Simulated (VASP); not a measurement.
Here is a VASP 6.6.1 calculation.

The input INCAR:

```
  PREC = Accurate
  ENCUT = 520
  EDIFF = 1E-7
  ISMEAR = 0
  SIGMA = 0.1
  LREAL = False
  LASPH = True
  NELM = 60
  ALGO = Normal
  ISIF = 2
  LWAVE = False
  LCHARG = True
  GGA = PE
  LELF = True
  LVHAR = True
  NBANDS = 30
```

File KPOINTS:

```
regular mesh
0
Gamma
  4 4 4
```

The input POSCAR:

```
In3As
1.0
   -2.9777743668      2.9777743668      2.9777743668
    2.9777743668     -2.9777743668      2.9777743668
    2.9777743668      2.9777743668     -2.9777743668
In As
3 1
Direct
    0.0000000000      0.5000000000      0.5000000000
    0.5000000000      0.0000000000      0.5000000000
    0.5000000000      0.5000000000      0.0000000000
    0.0000000000      0.0000000000      0.0000000000
```

Potentials or basis: VASP PAW PBE potentials, release 64 (In_d, As).

The run is started by

```console
$ cat potpaw_PBE.64/In_d/POTCAR potpaw_PBE.64/As/POTCAR > POTCAR
$ mpirun -np 1 vasp_std > vasp.out
```

Question: Estimate the pressure.

Answer: 0.2 GPa.

Question: Predict the band gap on the k mesh.

Answer: Zero (band 22 reaches 7.12 eV, above the bottom of band 23 at 5.27 eV).

Caveat: the k points lie up to 0.37 Å⁻¹ apart; spin-orbit coupling is left out, which moves the levels of the heavy elements.
